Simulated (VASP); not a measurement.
Write the native input for VASP 6.6.1 that does the following.

* Task: single point
* Functional: LDA
* Potentials or basis: VASP PAW LDA potentials, release 64 (P)
* Cutoff: 520 eV
* k mesh: 17 × 17 × 17
* Occupations: fermi-dirac, width 0.05 eV
* Spin: no spin polarisation
* Dipole correction: no
* Further INCAR settings: ALGO = Normal; EDIFF = 1e-06; NBANDS = 8

The structure of P lies in POSCAR:

```
P
1.0
   -1.4183789177      1.4183789177      1.4183789177
    1.4183789177     -1.4183789177      1.4183789177
    1.4183789177      1.4183789177     -1.4183789177
P
1
Direct
    0.0000000000      0.0000000000      0.0000000000
```

This cell differs from its parent crystal: volume scaled by 0.84, core large.

One way to write it, as run:

INCAR

```
ALGO = Normal ; EDIFF = 1E-6
ENCUT = 520 ; ISIF = 2
ISMEAR = -1 ; LASPH = True
LCHARG = False ; LREAL = False
LWAVE = False ; NBANDS = 8
NELM = 100 ; PREC = Accurate
SIGMA = 0.05
```

KPOINTS

```
k-points
0
Gamma
  17 17 17
```

Potentials or basis: VASP PAW LDA potentials, release 64 (P).

Launch:

```bash
$ cat potpaw_LDA.64/P/POTCAR > POTCAR
$ mpirun -np 1 vasp_std > vasp.out
```

Results of the run:

The pressure is 26.2 GPa.

It took 5.5 s on 1 thread of Intel(R) Xeon(R) Platinum 8488C (Sapphire Rapids) (shared host), peak memory 0.11 GiB.
